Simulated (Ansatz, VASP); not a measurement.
# TiS2 in VASP and in Ansatz

The input INCAR:

```
ALGO = Normal
EDIFF = 1E-6
ENCUT = 500
GGA = CA
GGA_COMPAT = False
ISIF = 2
ISMEAR = -1
LASPH = True
LCHARG = False
LREAL = False
LWAVE = False
NBANDS = 19
NELM = 120
PREC = Accurate
SIGMA = 0.1
```

Contents of KPOINTS:

```
k-points
0
Gamma
  4 4 2
```

File POSCAR:

```
TiS2
1.0
    3.4120000000      0.0000000000      0.0000000000
   -1.7060000000      2.9548786777      0.0000000000
    0.0000000000      0.0000000000      5.6950000000
Ti S
1 2
Direct
    0.0000000000      0.0000000000      0.0000000000
    0.3333330000      0.6666670000      0.2500000000
    0.6666670000      0.3333330000      0.7500000000
```

Input for Ansatz:

```yaml
crystal:
  lattice:
    - [3.412, 0.0, 0.0]
    - [-1.7059999999999993, 2.9548786777125047, 0.0]
    - [0.0, 0.0, 5.695]
  atoms:
    - { symbol: Ti, position: [0.0, 0.0, 0.0] }
    - { symbol: S, position: [0.3333330000000001, 0.666667, 0.25] }
    - { symbol: S, position: [0.666667, 0.333333, 0.75] }
kpoints:
  mp_grid:
    grid: [4, 4, 2]
    shift: [0.0, 0.0, 0.0]
hamiltonian:
  xc: lda
  pseudopotentials:
    kind: paw
scf:
  occupations:
    method: fermi_dirac
    width: 0.1
output:
  forces: true
  stress: true
  eigenvalues: true
```

Alike in both runs: task single point; functional LDA; k mesh 4 × 4 × 2; occupations fermi-dirac, width 0.1 eV; no spin polarisation.

|  | VASP | Ansatz |
| --- | --- | --- |
| version | VASP 6.6.1 | Ansatz 0.2.0 |
| potentials or method | VASP PAW LDA potentials, release 64 (Ti_sv, S) | plane waves, PAW |
| plane-wave cutoff (eV) | 500 | 420 |
| valence electrons in the cell | 24 | 24 |

Ansatz gave:

* gap on the k mesh at the Fermi level (eV): none
* pressure (GPa): -6.0
* traceless stress, the component that is largest in VASP (GPa): 1.04
* rms of the force components (eV/Å): 0.168

Problem. Estimate VASP's values.

Solution. gap on the k mesh at the Fermi level (eV): none; pressure (GPa): -6.0; traceless stress, the component that is largest in VASP (GPa): 1.08; rms of the force components (eV/Å): 0.159.

LDA's correlation is that of Perdew and Zunger in VASP and of Perdew and Wang (1992) in Ansatz. Atom by atom the forces differ by 0.008 eV/Å (rms over components). A gap of «none» marks a metal or a gap that the smearing closes. Ansatz's warnings: structure snapped to symmetry.

The k mesh is coarse, so the values compare programs but aren't converged.
